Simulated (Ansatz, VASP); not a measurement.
This is a calculation of InAs for Ansatz 0.2.0.

File input.yaml:

```yaml
crystal:
  lattice:
    - [0.0, 2.9337360524, 2.9337360524]
    - [2.9337360524, 0.0, 2.9337360524]
    - [2.9337360524, 2.9337360524, 0.0]
  atoms:
    - { symbol: In, position: [0.5, 0.5, 0.5] }
    - { symbol: As, position: [0.0, 0.0, 0.0] }
kpoints:
  mp_grid: { grid: [8, 8, 8] }
scf:
  occupations: { method: fermi_dirac, width: 0.05 }
hamiltonian:
  xc: pbesol
  pseudopotentials: { kind: all_electron, lapw: { basis_error: 0.001 } }
output:
  forces: true
  stress: true
  eigenvalues: true
```

Potentials or basis: all-electron LAPW, scalar-relativistic.

Launch:

```bash
$ ansatz run input.yaml --threads 1 --pin off --max-ram 3072MiB --backend cpu --events-out ev --progress --plain --runs-dir out
```

Set up the same calculation for VASP 6.6.1. Potentials there: VASP PAW PBE potentials, release 64 (In_d, As).

As run (the cutoff follows the program's own potentials):

The input INCAR:

```
PREC     = Accurate       # precision mode
ENCUT    = 520            # plane-wave cutoff, eV
EDIFF    = 1E-7           # SCF threshold, eV
ISMEAR   = -1             # smearing method
SIGMA    = 0.05           # smearing width, eV
LREAL    = F              # projectors in reciprocal space
LASPH    = T              # aspherical terms in the spheres
NELM     = 80             # most SCF steps
ALGO     = Normal         # electronic algorithm
ISIF     = 2              # what is computed and relaxed
LWAVE    = F              # write WAVECAR
LCHARG   = T              # write CHGCAR
GGA      = PS             # functional
LELF     = T              # ELF
LVHAR    = T            
NBANDS   = 16             # bands
```

KPOINTS

```
regular mesh
0
Gamma
  8 8 8
```

The input POSCAR:

```
InAs
1.0
    0.0000000000      2.9337360524      2.9337360524
    2.9337360524      0.0000000000      2.9337360524
    2.9337360524      2.9337360524      0.0000000000
In As
1 1
Direct
    0.5000000000      0.5000000000      0.5000000000
    0.0000000000      0.0000000000      0.0000000000
```

Potentials or basis: VASP PAW PBE potentials, release 64 (In_d, As).

Launch:

```bash
$ cat potpaw_PBE.64/In_d/POTCAR potpaw_PBE.64/As/POTCAR > POTCAR
$ mpirun -np 1 vasp_std > vasp.out
```

Both were run:

|  | VASP | Ansatz | Ansatz less VASP |
| --- | --- | --- | --- |
| gap on the k mesh at the Fermi level (eV) | none | none | - |
| pressure (GPa) | -6.0 | -6.0 | -0.05 |

VASP's potentials were made for PBE, not for PBEsol. A gap of «none» marks a metal or a gap that the smearing closes. Ansatz ran all-electron here, and VASP with PAW potentials.
